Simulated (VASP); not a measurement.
Crystal: Lu.

```
CELL_PARAMETERS angstrom
3.50482 0.00000 0.00000
-1.75241 3.03526 0.00000
0.00000 0.00000 5.46968
ATOMIC_POSITIONS crystal
Lu 0.33333 0.66667 0.25000
Lu 0.66667 0.33333 0.75000
```

Base run:

- Program: VASP 6.6.1
- Functional: r2SCAN
- Potentials or basis: VASP PAW PBE potentials, release 64 (Lu)
- Cutoff: 520 eV
- k mesh: 10 × 10 × 6
- Occupations: gaussian, width 0.01 eV
- Spin: no spin polarisation

Its results: band gap on the k mesh zero (bands 25 and 26 overlap by 1.99 eV); pressure -0.1 GPa.

Q: After a change of settings the same cell gave: band gap on the k mesh zero (bands 25 and 26 overlap by 2.00 eV); pressure 1.4 GPa. Which change was it?
A. occupations from gaussian, width 0.01 eV to fermi-dirac, width 0.6 eV; further incar settings from ALGO = Normal; EDIFF = 1e-06; NBANDS = 32 to ALGO = Normal; EDIFF = 1e-07; NBANDS = 32
B. occupations from gaussian, width 0.01 eV to gaussian, width 1 eV
C. occupations from gaussian, width 0.01 eV to methfessel-paxton, width 0.01 eV

A: B.

Caveats: the PAW data sets were made with another functional, which shifts forces and pressure a little; spin-orbit coupling is left out, which moves the levels of the heavy elements; so wide a smearing shifts energies and pressures (at least some runs).
